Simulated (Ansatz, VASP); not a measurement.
## GaAs: VASP beside Ansatz

INCAR

```
SYSTEM = GaAs
PREC     = Accurate       ! precision mode
ENCUT    = 500            ! plane-wave cutoff, eV
EDIFF    = 1E-6           ! SCF threshold, eV
ISMEAR   = 0              ! smearing method
SIGMA    = 0.01           ! smearing width, eV
LREAL    = .FALSE.        ! projectors in reciprocal space
LASPH    = .TRUE.         ! aspherical terms in the spheres
NELM     = 120            ! most SCF steps
ALGO     = Normal         ! electronic algorithm
ISIF     = 2              ! what is computed and relaxed
LWAVE    = .FALSE.        ! write WAVECAR
LCHARG   = .FALSE.        ! write CHGCAR
GGA      = PS             ! functional
NBANDS   = 16             ! bands
GGA_COMPAT= .FALSE.
```

File KPOINTS:

```
Automatic mesh
0
G
  10 10 10
  0 0 0
```

POSCAR

```
GaAs
1.0
    0.0000000000      2.8297139657      2.8297139657
    2.8297139657      0.0000000000      2.8297139657
    2.8297139657      2.8297139657      0.0000000000
Ga As
1 1
Direct
    0.0000000000      0.0000000000      0.0000000000
    0.2500000000      0.2500000000      0.2500000000
```

Input for Ansatz:

```yaml
crystal:
  lattice:
    - [0.0, 2.8297139657, 2.8297139657]
    - [2.8297139657, 0.0, 2.8297139657]
    - [2.8297139657, 2.8297139657, 0.0]
  atoms:
    - { symbol: Ga, position: [0.0, 0.0, 0.0] }
    - { symbol: As, position: [0.25, 0.25, 0.25] }
basis:
  ecutwfc: 420
kpoints:
  mp_grid: { grid: [10, 10, 10] }
  band_path:
    path:
      - [0.0, 0.0, 0.0]
      - [0.0, 0.0, 0.0]
      - [0.0, 0.0, 0.0]
      - [0.0, 0.0, 0.0]
      - [0.0, 0.0, 0.0]
      - [0.0, 0.0, 0.0]
      - [0.0, 0.0, 0.0]
      - [0.0, 0.0, 0.0]
      - [0.0, 0.0, 0.0]
      - [0.0, 0.0, 0.0]
      - [0.0, 0.0, 0.0]
      - [0.0, 0.0, 0.0]
      - [0.0, 0.0, 0.0]
      - [0.0, 0.0, 0.0]
      - [0.0, 0.0, 0.0]
      - [0.0, 0.0, 0.0]
      - [0.0, 0.0, 0.0]
      - [0.0, 0.0, 0.0]
      - [0.0, 0.0, 0.0]
      - [0.0, 0.0, 0.0]
      - [0.0, 0.0, 0.0]
      - [0.0, 0.0, 0.0]
      - [0.0, 0.0, 0.0]
      - [0.0, 0.0, 0.0]
      - [0.0, 0.0, 0.0]
      - [0.0, 0.0, 0.0]
      - [0.3, 0.3, 0.0]
      - [0.3166666667, 0.3166666667, 0.0]
      - [0.3333333333, 0.3333333333, 0.0]
      - [0.35, 0.35, 0.0]
      - [0.3666666667, 0.3666666667, 0.0]
      - [0.3833333333, 0.3833333333, 0.0]
      - [0.4, 0.4, 0.0]
      - [0.4166666667, 0.4166666667, 0.0]
      - [0.4333333333, 0.4333333333, 0.0]
      - [0.45, 0.45, 0.0]
      - [0.4666666667, 0.4666666667, 0.0]
      - [0.4833333333, 0.4833333333, 0.0]
      - [0.5, 0.5, 0.0]
      - [0.5, 0.5, 0.5]
      - [0.5, 0.5, 0.5]
      - [0.5, 0.5, 0.5]
      - [0.5, 0.5, 0.5]
      - [0.5, 0.5, 0.5]
      - [0.5, 0.5, 0.5]
      - [0.5, 0.5, 0.5]
      - [0.5, 0.5, 0.5]
      - [0.5, 0.5, 0.5]
      - [0.5, 0.5, 0.5]
      - [0.5, 0.5, 0.5]
      - [0.5, 0.5, 0.5]
      - [0.5, 0.5, 0.5]
    npoints: 1
hamiltonian:
  xc: pbesol
  pseudopotentials: { kind: paw, azcp: { folder: soft_1 } }
scf:
  occupations: { method: fixed }
  n_extra_bands: 5
output:
  eigenvalues: true
```

Alike in both runs: task single point; functional PBEsol; k mesh 10 × 10 × 10; no spin polarisation.

|  | VASP | Ansatz |
| --- | --- | --- |
| version | VASP 6.6.1 | Ansatz 0.2.0 |
| potentials or method | VASP PAW PBE potentials, release 64 (Ga_d, As), cutoff 500 eV | scalar-relativistic, plane waves, PAW |
| occupations | gaussian, width 0.01 eV | fixed |
| valence electrons in the cell | 18 | 28 |

Ansatz gave:

- gap on the k mesh at the Fermi level (eV): 0.42
- least direct gap on the mesh (eV): 0.42

**Question.** Which values does VASP return?

**Answer.** gap on the k mesh at the Fermi level (eV): 0.43; least direct gap on the mesh (eV): 0.43.

VASP's potentials were made for PBE, not for PBEsol, and Ansatz warns of the same on its side. VASP's potentials hold 18 valence electrons a cell and Ansatz's 28, so a difference there can come from the potentials and not from the codes.
